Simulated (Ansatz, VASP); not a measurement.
# One calculation of InTeO2, two programs

Contents of INCAR:

```
  ALGO = Normal
  EDIFF = 1E-6
  ENCUT = 520
  GGA = PE
  ISIF = 2
  ISMEAR = 0
  LASPH = True
  LCHARG = False
  LREAL = False
  LWAVE = False
  NBANDS = 24
  NELM = 100
  PREC = Accurate
  SIGMA = 0.1
```

KPOINTS

```
k-points
0
Gamma
  6 6 4
```

File POSCAR:

```
InTeO2
1.0
    4.1903040100      0.0000000000      0.0000000000
   -2.0951520100      3.6289097200      0.0000000000
    0.0000000000      0.0000000000      5.3061079200
In Te O
1 1 2
Direct
    0.0000000000      0.0000000000      0.5000000000
    0.0000000000      0.0000000000      0.0000000000
    0.3333333300      0.6666666700      0.5000000000
    0.6666666700      0.3333333300      0.5000000000
```

Input for Ansatz:

```yaml
crystal:
  lattice:
    - [4.19030401, 0.0, 0.0]
    - [-2.09515201, 3.62890972, 0.0]
    - [0.0, 0.0, 5.30610792]
  atoms:
    - { symbol: In, position: [0.0, 0.0, 0.5] }
    - { symbol: Te, position: [0.0, 0.0, 0.0] }
    - { symbol: O, position: [0.33333333, 0.66666667, 0.5] }
    - { symbol: O, position: [0.66666667, 0.33333333, 0.5] }
basis:
  ecutwfc: 420
kpoints:
  mp_grid: { grid: [6, 6, 4] }
hamiltonian:
  xc: pbe
scf:
  occupations: { method: gaussian, width: 0.1 }
  lower_state_search: "off"
output:
  forces: true
  stress: true
  eigenvalues: true
```

Alike in both runs: task single point; functional PBE; k mesh 6 × 6 × 4; occupations gaussian, width 0.1 eV; no spin polarisation.

|  | VASP | Ansatz |
| --- | --- | --- |
| version | VASP 6.6.1 | Ansatz 0.2.0 |
| potentials or method | VASP PAW PBE potentials, release 64 (In_d, Te, O), cutoff 520 eV | scalar-relativistic, plane waves, PAW |
| valence electrons in the cell | 31 | 41 |

VASP gave:

- gap on the k mesh at the Fermi level (eV): none
- pressure (GPa): -1.9
- traceless stress, the component that is largest in VASP (GPa): 20.37

Question: Estimate Ansatz's values.

Answer: gap on the k mesh at the Fermi level (eV): none; pressure (GPa): -1.8; traceless stress, the component that is largest in VASP (GPa): 20.56.

A gap of «none» marks a metal or a gap that the smearing closes. VASP's potentials hold 31 valence electrons a cell and Ansatz's 41, so a difference there can come from the potentials and not from the codes.

Spin-orbit coupling is off throughout.
